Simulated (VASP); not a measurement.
# SnO2 (C222_1) in VASP: notebook

The runs below take SnO2 through single point, with PBE+D3(BJ).

All numbers are computed with VASP 6.6.1; they aren't measurements. Logs are shortened: lines on timing, memory, paths and dates and some standing lists are left out, and cuts for length are marked.

## 1. The cell of the first run

Symmetry: C222_1, No. 20, orthorhombic system. Conventional cell: a = 3.291 Å, b = 5.701 Å, c = 10.591 Å, α = 90.00°, β = 90.00°, γ = 90.00°. Within 2.9 Å of Sn (site symmetry 2) lie 6 O at 2.16 to 2.17 Å. Within 2.9 Å of O (site symmetry 1) lie 3 Sn at 2.16 to 2.17 Å and 3 O at 2.82 Å.

## 2. Single point, PBE+D3(BJ) (atoms displaced along a vibrational mode, the cell strained)

INCAR

```
SYSTEM = SnO2
ALGO = Normal
EDIFF = 1E-6
ENCUT = 520
GGA = PE
ISIF = 2
ISMEAR = 0
IVDW = 12
LASPH = .TRUE.
LCHARG = .FALSE.
LREAL = .FALSE.
LWAVE = .FALSE.
NBANDS = 35
NELM = 80
PREC = Accurate
SIGMA = 0.05
```

KPOINTS

```
k-points
0
G
  12 12 4
  0 0 0
```

POSCAR

```
SnO2
1.0
    3.2914593056      0.0000000000      0.0000000000
   -1.6457296528      2.8504873742      0.0000000000
    0.0000000000      0.0000000000     10.5913895093
Sn O
2 4
Direct
   -0.1949598692      0.0000000000      0.5000000000
    0.1949598692      0.0000000000      0.0000000000
    0.4692314443      0.3333333333      0.4017901351
    0.8641018891      0.3333333333      0.0982098649
    0.1358981109      0.6666666667      0.5982098649
    0.5307685557      0.6666666667      0.9017901351
```

Potentials or basis: VASP PAW PBE potentials, release 64 (Sn_d, O).

On the command line:

```sh
cat potpaw_PBE.64/Sn_d/POTCAR potpaw_PBE.64/O/POTCAR > POTCAR
mpirun -np 1 vasp_std > vasp.out
```

OUTCAR:

```text
SYSTEM = SnO2
   EDIFF = 1E-6
   ENCUT = 520
   GGA = PE
   ISIF = 2
   ISMEAR = 0
   IVDW = 12
   LASPH = .TRUE.
   LREAL = .FALSE.
   NELM = 80
   PREC = Accurate
 IVDW          = 12

 ion  position               nearest neighbor table
   1  0.805  0.000  0.500-   5 2.16   3 2.16   3 2.17   5 2.17   3 2.17   5 2.17
   2  0.195  0.000  0.000-   4 2.16   6 2.16   6 2.17   4 2.17   6 2.17   4 2.17
   3  0.469  0.333  0.402-   1 2.16   1 2.17   1 2.17
   4  0.864  0.333  0.098-   2 2.16   2 2.17   2 2.17
   5  0.136  0.667  0.598-   1 2.16   1 2.17   1 2.17
   6  0.531  0.667  0.902-   2 2.16   2 2.17   2 2.17

  LATTYP: Found a hexagonal cell.
 ALAT       =     3.2914593056
 C/A-ratio  =     3.2178400296

  Lattice vectors:

 A1 = (   3.2914593056,   0.0000000000,   0.0000000000)
 A2 = (  -1.6457296528,   2.8504873742,   0.0000000000)
 A3 = (   0.0000000000,   0.0000000000,  10.5913895093)

Analysis of symmetry for initial positions (statically):
=====================================================================
 Subroutine PRICEL returns:
 Original cell was already a primitive cell.

 Routine SETGRP: Setting up the symmetry group for a
 hexagonal supercell.

 Subroutine GETGRP returns: Found  4 space group operations
 (whereof  2 operations were pure point group operations)
 out of a pool of 24 trial point group operations.

The static configuration has the point symmetry C_2 .
 The point group associated with its full space group is D_2 .

Analysis of symmetry for dynamics (positions and initial velocities):
=====================================================================
 Subroutine PRICEL returns:
 Original cell was already a primitive cell.

 Routine SETGRP: Setting up the symmetry group for a
 hexagonal supercell.

 Subroutine GETGRP returns: Found  4 space group operations
 (whereof  2 operations were pure point group operations)
 out of a pool of 24 trial point group operations.

The dynamic configuration has the point symmetry C_2 .
 The point group associated with its full space group is D_2 .

 Subroutine INISYM returns: Found  4 space group operations
 (whereof  2 operations are pure point group operations),
 and found     1 'primitive' translations

----------------------------------------------------------------------------------------

                                     Primitive cell

  volume of cell :      99.3712

  direct lattice vectors                    reciprocal lattice vectors
     3.291459306  0.000000000  0.000000000     0.303816608  0.175408600  0.000000000
    -1.645729653  2.850487374  0.000000000     0.000000000  0.350817200  0.000000000
     0.000000000  0.000000000 10.591389509     0.000000000  0.000000000  0.094416318

  length of vectors
     3.291459306  3.291459306 10.591389509     0.350817200  0.350817200  0.094416318

  position of ions in fractional coordinates (direct lattice)
     0.805040131  0.000000000  0.500000000
     0.194959869  0.000000000  0.000000000
     0.469231444  0.333333333  0.401790135
     0.864101889  0.333333333  0.098209865
     0.135898111  0.666666667  0.598209865
     0.530768556  0.666666667  0.901790135

  ion indices of the primitive-cell ions
   primitive index   ion index
                 1           1
                 2           2
                 3           3
                 4           4
                 5           5
                 6           6

----------------------------------------------------------------------------------------

 KPOINTS: k-points

Automatic generation of k-mesh.
 Grid dimensions read from file:
 generate k-points for:   12   12    4

 Generating k-lattice:

  Cartesian coordinates                     Fractional coordinates (reciprocal lattice)
     0.025318051  0.014617383  0.000000000     0.083333333  0.000000000  0.000000000
     0.000000000  0.029234767  0.000000000     0.000000000  0.083333333  0.000000000
     0.000000000  0.000000000  0.023604080     0.000000000  0.000000000  0.250000000

  Length of vectors
     0.029234767  0.029234767  0.023604080

  Shift w.r.t. Gamma in fractional coordinates (k-lattice)
     0.000000000  0.000000000  0.000000000

 Subroutine IBZKPT returns following result:
 ===========================================

 Found    129 irreducible k-points:

 Following reciprocal coordinates:
            Coordinates               Weight
  0.000000  0.000000  0.000000      1.000000
  0.083333 -0.000000  0.000000      4.000000
  0.000000  0.083333  0.000000      2.000000
  0.166667  0.000000  0.000000      4.000000
  0.000000  0.166667  0.000000      2.000000
  0.250000  0.000000  0.000000      4.000000
[... 16 lines left out ...]
 -0.083333  0.416667  0.000000      4.000000
 -0.416667  0.333333  0.000000      4.000000
 [... further k-points ...]
   k-points           NKPTS =    129   k-points in BZ     NKDIM =    129   number of bands    NBANDS=     35
   number of dos      NEDOS =    301   number of ions     NIONS =      6
   total plane-waves  NPLWV =  46080
   dimension x,y,z NGX =    24 NGY =   24 NGZ =   80
   dimension x,y,z NGXF=    48 NGYF=   48 NGZF=  160
   ions per type =               2   4
   NGX,Y,Z   is equivalent  to a cutoff of  12.12, 12.12, 12.56 a.u.
   NGXF,Y,Z  is equivalent  to a cutoff of  24.24, 24.24, 25.11 a.u.
 SYSTEM =  SnO2
   PREC   = accura    normal or accurate (medium, high low for compatibility)
   ISTART =      0    job   : 0-new  1-cont  2-samecut
   ICHARG =      2    charge: 1-file 2-atom 10-const
   ISPIN  =      1    spin polarized calculation?
   LNONCOLLINEAR =      F non collinear calculations
   LSORBIT =      F    spin-orbit coupling
   LASPH  =      T    aspherical Exc in radial PAW
   ENCUT  =  520.0 eV  38.22 Ry    6.18 a.u.   6.12  6.12 19.69*2*pi/ulx,y,z
   NELM   =     80;   NELMIN=  2; NELMDL= -5     # of ELM steps
   EDIFF  = 0.1E-05   stopping-criterion for ELM
   LREAL  =      F    real-space projection
   EDIFFG = 0.1E-04   stopping-criterion for IOM
   NSW    =      0    number of steps for IOM
   IBRION =     -1    ionic relax: 0-MD 1-quasi-New 2-CG
   NFREE  =      0    steps in history (QN), initial steepest desc. (CG)
   ISIF   =      2    stress and relaxation
   ISYM   =      2    0-nonsym 1-usesym 2-fastsym
   POTIM  = 0.5000    time-step for ionic-motion
   TEBEG  =    0.0;   TEEND  =   0.0 temperature during run
   PSTRESS=    0.0 pullay stress
   NELECT =      52.0000    total number of electrons
   NUPDOWN=      -1.0000    fix difference up-down
   EMIN   =  10.00;   EMAX   =-10.00  energy-range for DOS
   EFERMI =   0.00;   METHOD = LEGACY
   ISMEAR =     0;   SIGMA  =   0.05  broadening in eV -4-tet -1-fermi 0-gaus
   EFERMI_NEDOS =   21; number of points for ismear=-14 and -15
   IALGO  =     38    algorithm
   IMIX   =      4    mixing-type and parameters
     AMIX     =   0.40;   BMIX     =  1.00
     AMIX_MAG =   1.60;   BMIX_MAG =  1.00
  volume/ion in A,a.u.               =      16.56       111.76
  Fermi-wavevector in a.u.,A,eV,Ry     =   1.319236  2.492994 23.679350  1.740383
  Thomas-Fermi vector in A             =   2.449148
   LORBIT       =      0    0 simple, 1 ext, 2 COOP (PROOUT), +10 PAW based schemes
   GGA     = PE    functional components
   LHFCALC =     F    Hartree Fock is set to
   AEXX    =    0.0000 exact exchange contribution
   IVDW    =    12    specifies the selected vdW correction
   LEPSILON=     F    determine dielectric tensor
   LRPA    =     F    only Hartree local field effects (RPA)
 non-spin polarized calculation
 Gauss-broadening in eV      SIGMA  =   0.05
  energy-cutoff  :      520.00
  volume of cell :       99.37
 maximum number of plane-waves:      2706
   NGX = 13   NGY = 13   NGZ = 39

 number of electron      52.0000002 magnetization

 Free energy of the ion-electron system (eV)
  ---------------------------------------------------
  ext. energy  EPLUGINS =         0.00000000
  ---------------------------------------------------
  free energy    TOTEN  =       -36.25409471 eV

  energy without entropy =      -36.25409471  energy(sigma->0) =      -36.25409471

 E-fermi :   2.2333     XC(G=0):  -9.2038

 val. band max:        1.9464687546   @ k =  -0.1667   0.4167   0.0000
 cond. band min:       3.6918898005   @ k =   0.0000   0.0000   0.0000
 fundamental gap:      1.7454210459
 Fermi energy:         2.2333285516

 k-point     1 :       0.0000    0.0000    0.0000
  band No.  band energies     occupation
      1     -18.0756      2.00000
      2     -18.0755      2.00000
      3     -17.9208      2.00000
      4     -17.9208      2.00000
      5     -17.9205      2.00000
      6     -17.9205      2.00000
[... 27 lines left out ...]
     34      12.5809      0.00000
     35      12.6303      0.00000

 k-point     2 :       0.0833   -0.0000    0.0000
  band No.  band energies     occupation
      1     -18.0587      2.00000
      2     -18.0587      2.00000
      3     -17.9613      2.00000
      4     -17.9611      2.00000
      5     -17.9093      2.00000
      6     -17.9093      2.00000
[... 27 lines left out ...]
     34      12.7179      0.00000
     35      12.7471      0.00000

 k-point     3 :       0.0000    0.0833    0.0000
  band No.  band energies     occupation
      1     -18.0588      2.00000
      2     -18.0588      2.00000
      3     -17.9616      2.00000
      4     -17.9613      2.00000
      5     -17.9089      2.00000
      6     -17.9089      2.00000
[... 27 lines left out ...]
     34      12.7131      0.00000
     35      12.7182      0.00000
[... 723 lines left out ...]
 k-point    23 :      -0.0833    0.4167    0.0000
  band No.  band energies     occupation
      1     -18.4380      2.00000
      2     -18.4360      2.00000
      3     -17.9161      2.00000
      4     -17.9160      2.00000
      5     -17.8817      2.00000
      6     -17.8815      2.00000
[... 27 lines left out ...]
     34      13.2910      0.00000
     35      13.3513      0.00000

 k-point    24 :      -0.4167    0.3333    0.0000
  band No.  band energies     occupation
      1     -18.4372      2.00000
      2     -18.4361      2.00000
      3     -17.9165      2.00000
      4     -17.9163      2.00000
      5     -17.8820      2.00000
      6     -17.8819      2.00000
[... 27 lines left out ...]
     34      13.2963      0.00000
     35      13.4623      0.00000

 [... further k-points ...]

------------------------ aborting loop because EDIFF is reached ----------------------------------------

 Edisp (eV)   -0.91383

 E8    (eV) :    -0.3574

  FORCE on cell =-STRESS in cart. coord.  units (eV):
  Direction    XX          YY          ZZ          XY          YZ          ZX
  --------------------------------------------------------------------------------------
  -------------------------------------------------------------------------------------
  Total      -5.73431    -5.90116    -3.61249     0.00000     0.00000     0.00000
  in kB     -92.45510   -95.14535   -58.24479     0.00000     0.00000     0.00000
  external pressure =      -81.95 kB  Pullay stress =        0.00 kB

 VOLUME and BASIS-vectors are now :
 -----------------------------------------------------------------------------
  energy-cutoff  :      520.00
  volume of cell :       99.37
      direct lattice vectors                 reciprocal lattice vectors
     3.291459306  0.000000000  0.000000000     0.303816608  0.175408600  0.000000000
    -1.645729653  2.850487374  0.000000000     0.000000000  0.350817200  0.000000000
     0.000000000  0.000000000 10.591389509     0.000000000  0.000000000  0.094416318

 POSITION                                       TOTAL-FORCE (eV/Angst)
 -----------------------------------------------------------------------------------
      2.64976      0.00000      5.29569        -0.083764      0.000000      0.000000
      0.64170      0.00000      0.00000         0.083764      0.000000      0.000000
      0.99588      0.95016      4.25552         0.026453     -0.006593      0.636268
      2.29558      0.95016      1.04018        -0.026453     -0.006593     -0.636268
     -0.64985      1.90032      6.33587         0.026453      0.006593     -0.636268
      0.64985      1.90032      9.55121        -0.026453      0.006593      0.636268
 -----------------------------------------------------------------------------------
    total drift:                               -0.000000     -0.000000     -0.000000

  FREE ENERGIE OF THE ION-ELECTRON SYSTEM (eV)
  ---------------------------------------------------
  free  energy   TOTEN  =       -37.1679242555 eV

  energy  without entropy=      -37.1679242555  energy(sigma->0) =      -37.16792426
```

It took 2.9 min on 1 thread of Intel Xeon 6975P-C (Granite Rapids), shared host; peak memory 0.45 GiB.

What came out:

```
Free energy                : -37.1679 eV
Pressure                   : -8.2 GPa
Largest force              : 0.637 eV/Å
Band gap on the k mesh     : 1.75 eV (least direct gap 1.98 eV)
Dispersion energy per atom : -0.152 eV
```

Forces on the atoms (eV/Å):
```
Sn  -0.084  0.000  0.000
Sn   0.084  0.000  0.000
O    0.026 -0.007  0.636
O   -0.026 -0.007 -0.636
O    0.026  0.007 -0.636
O   -0.026  0.007  0.636
```

Stress tensor (GPa, compression positive):
```
-9.25  0.00  0.00
 0.00 -9.51  0.00
 0.00  0.00 -5.82
```

Levels at points of the mesh, in eV from the valence-band top:
| k point | band 23 | band 24 | band 25 | band 26 | band 27 | band 28 | band 29 | band 30 |
| --- | --- | --- | --- | --- | --- | --- | --- | --- |
| (0.00, 0.00, 0.00) | -0.85 | -0.84 | -0.83 | -0.23 | 1.75 | 2.54 | 5.21 | 5.47 |
| (0.50, 0.00, 0.00) | -0.53 | -0.51 | -0.30 | -0.15 | 4.64 | 4.68 | 6.81 | 7.00 |
| (0.00, 0.50, 0.00) | -0.54 | -0.50 | -0.42 | -0.05 | 4.61 | 4.71 | 6.66 | 7.24 |
| (0.00, 0.00, 0.50) | -0.84 | -0.84 | -0.59 | -0.59 | 2.17 | 2.17 | 5.35 | 5.35 |
| (0.50, 0.00, 0.50) | -0.52 | -0.52 | -0.23 | -0.23 | 4.66 | 4.66 | 6.90 | 6.90 |
| (0.00, 0.50, 0.50) | -0.52 | -0.52 | -0.22 | -0.22 | 4.66 | 4.66 | 6.94 | 6.94 |

Caveat: the cell differs from its parent crystal (atoms displaced along a vibrational mode, the cell strained); the cell stands under tension; spin-orbit coupling is left out, which moves the levels of the heavy elements. A k mesh can miss the band edges.

## 3. Single point, PBE+D3(BJ) (atoms displaced along a vibrational mode, the cell strained)

INCAR

```
SYSTEM = SnO2
ALGO     = Normal         ! electronic algorithm
EDIFF    = 1E-6           ! SCF threshold, eV
ENCUT    = 520            ! plane-wave cutoff, eV
GGA      = PE             ! functional
ISIF     = 2              ! what is computed and relaxed
ISMEAR   = 0              ! smearing method
IVDW     = 12             ! dispersion correction
LASPH    = .True.         ! aspherical terms in the spheres
LCHARG   = .True.         ! write CHGCAR
LELF     = .True.         ! ELF
LREAL    = .False.        ! projectors in reciprocal space
LVHAR    = .True.       
LWAVE    = .False.        ! write WAVECAR
NBANDS   = 35             ! bands
NELM     = 100            ! most SCF steps
PREC     = Accurate       ! precision mode
SIGMA    = 0.05           ! smearing width, eV
```

KPOINTS

```
k-points
0
Gamma
  12 12 4
  0 0 0
```

POSCAR

```
SnO2
1.0
    3.2914593056      0.0000000000      0.0000000000
   -1.6457296528      2.8504873742      0.0000000000
    0.0000000000      0.0000000000     10.5913895093
Sn O
2 4
Direct
   -0.0389919738      0.0000000000      0.5000000000
    0.0389919738      0.0000000000      0.0000000000
    0.6271796222      0.3333333333      0.4017901351
    0.7061537111      0.3333333333      0.0982098649
    0.2938462889      0.6666666667      0.5982098649
    0.3728203778      0.6666666667      0.9017901351
```

Potentials or basis: VASP PAW PBE potentials, release 64 (Sn_d, O).

On the command line:

```sh
cat potpaw_PBE.64/Sn_d/POTCAR potpaw_PBE.64/O/POTCAR > POTCAR
mpirun -np 1 vasp_std > vasp.out
```

Run time: 2.5 min. Hardware: 1 thread of Intel Xeon 6975P-C (Granite Rapids), shared host; peak memory 0.45 GiB.

Results (log left out):

```yaml
Free_energy: -37.1239 eV
Pressure: -8.0 GPa
Largest_force: 0.665 eV/Å
Band_gap_on_the_k_mesh: 1.65 eV (least direct gap 1.93 eV)
Dispersion_energy_per_atom: -0.152 eV
```

Forces on the atoms (eV/Å):
```
Sn  -0.018  0.000  0.000
Sn   0.018  0.000  0.000
O   -0.003  0.000  0.665
O    0.003  0.000 -0.665
O   -0.003  0.000 -0.665
O    0.003  0.000  0.665
```

Stress tensor (GPa, compression positive):
```
-9.55  0.00  0.00
 0.00 -9.57  0.00
 0.00  0.00 -4.95
```

Levels at points of the mesh, in eV from the valence-band top:
```csv
k point,band 23,band 24,band 25,band 26,band 27,band 28,band 29,band 30
"(0.00, 0.00, 0.00)",-0.95,-0.92,-0.91,-0.28,1.65,2.45,5.03,5.44
"(0.50, 0.00, 0.00)",-0.64,-0.58,-0.54,-0.08,4.50,4.64,6.53,7.15
"(0.00, 0.50, 0.00)",-0.63,-0.59,-0.55,-0.08,4.50,4.64,6.53,7.16
"(0.00, 0.00, 0.50)",-0.93,-0.93,-0.67,-0.67,2.07,2.07,5.24,5.24
"(0.50, 0.00, 0.50)",-0.61,-0.61,-0.28,-0.28,4.57,4.57,6.82,6.82
"(0.00, 0.50, 0.50)",-0.61,-0.61,-0.28,-0.28,4.57,4.57,6.83,6.83
```

Caveat: the cell differs from its parent crystal (atoms displaced along a vibrational mode, the cell strained); the cell stands under tension; spin-orbit coupling is left out, which moves the levels of the heavy elements. A k mesh can miss the band edges.

## 4. Single point, PBE+D3(BJ) (atoms displaced along a vibrational mode, the cell strained)

INCAR

```
SYSTEM = SnO2
ALGO = Normal ; EDIFF = 1E-7
ENCUT = 520 ; GGA = PE
ISIF = 2 ; ISMEAR = 0
IVDW = 12 ; LASPH = .TRUE.
LCHARG = .FALSE. ; LREAL = .FALSE.
LWAVE = .FALSE. ; NBANDS = 35
NELM = 80 ; PREC = Accurate
SIGMA = 0.05
```

KPOINTS

```
k-points
0
G
  12 12 4
  0 0 0
```

POSCAR

```
SnO2
1.0
    3.2648065132      0.0000000000      0.0000000000
   -1.6324032566      2.8274053789      0.0000000000
    0.0000000000      0.0000000000     10.5056250869
Sn O
2 4
Direct
   -0.1169759215      0.0000000000      0.5000000000
    0.1169759215      0.0000000000      0.0000000000
    0.5482055332      0.3333333333      0.4017901351
    0.7851278001      0.3333333333      0.0982098649
    0.2148721999      0.6666666667      0.5982098649
    0.4517944668      0.6666666667      0.9017901351
```

On the command line:

```sh
cat potpaw_PBE.64/Sn_d/POTCAR potpaw_PBE.64/O/POTCAR > POTCAR
mpirun -np 1 vasp_std > vasp.out
```

It took 2.8 min on 1 thread of AMD EPYC 9R45 (Zen 5), shared host; peak memory 0.42 GiB.

Results (log left out):

| Quantity | Value |
| --- | --- |
| Free energy | -37.2456 eV |
| Pressure | -5.6 GPa |
| Largest force | 0.432 eV/Å |
| Band gap on the k mesh | 1.82 eV (least direct gap 2.11 eV) |
| Dispersion energy per atom | -0.156 eV |

Forces on the atoms (eV/Å):
```
Sn  -0.059  0.000  0.000
Sn   0.059  0.000  0.000
O    0.002 -0.004  0.432
O   -0.002 -0.004 -0.432
O    0.002  0.004 -0.432
O   -0.002  0.004  0.432
```

Stress tensor (GPa, compression positive):
```
-6.41  0.00  0.00
 0.00 -6.55  0.00
 0.00  0.00 -3.94
```

Levels at points of the mesh, in eV from the valence-band top:
| k point | band 22 | band 23 | band 24 | band 25 | band 26 | band 27 | band 28 | band 29 | band 30 | band 31 |
| --- | --- | --- | --- | --- | --- | --- | --- | --- | --- | --- |
| (0.00, 0.00, 0.00) | -0.90 | -0.89 | -0.89 | -0.88 | -0.28 | 1.82 | 2.65 | 5.24 | 5.58 | 10.34 |
| (0.50, 0.00, 0.00) | -1.16 | -0.59 | -0.54 | -0.46 | -0.10 | 4.77 | 4.88 | 6.77 | 7.25 | 9.74 |
| (0.00, 0.50, 0.00) | -1.13 | -0.56 | -0.56 | -0.50 | -0.06 | 4.77 | 4.90 | 6.72 | 7.35 | 9.66 |
| (0.00, 0.00, 0.50) | -0.89 | -0.89 | -0.89 | -0.67 | -0.67 | 2.26 | 2.26 | 5.42 | 5.42 | 10.52 |
| (0.50, 0.00, 0.50) | -1.30 | -0.57 | -0.57 | -0.27 | -0.27 | 4.83 | 4.83 | 7.00 | 7.00 | 9.93 |
| (0.00, 0.50, 0.50) | -1.31 | -0.57 | -0.57 | -0.26 | -0.26 | 4.83 | 4.83 | 7.02 | 7.02 | 9.84 |

Caveat: the cell differs from its parent crystal (atoms displaced along a vibrational mode, the cell strained); the cell stands under tension; spin-orbit coupling is left out, which moves the levels of the heavy elements.

(Part 1 of 2 ends here.)
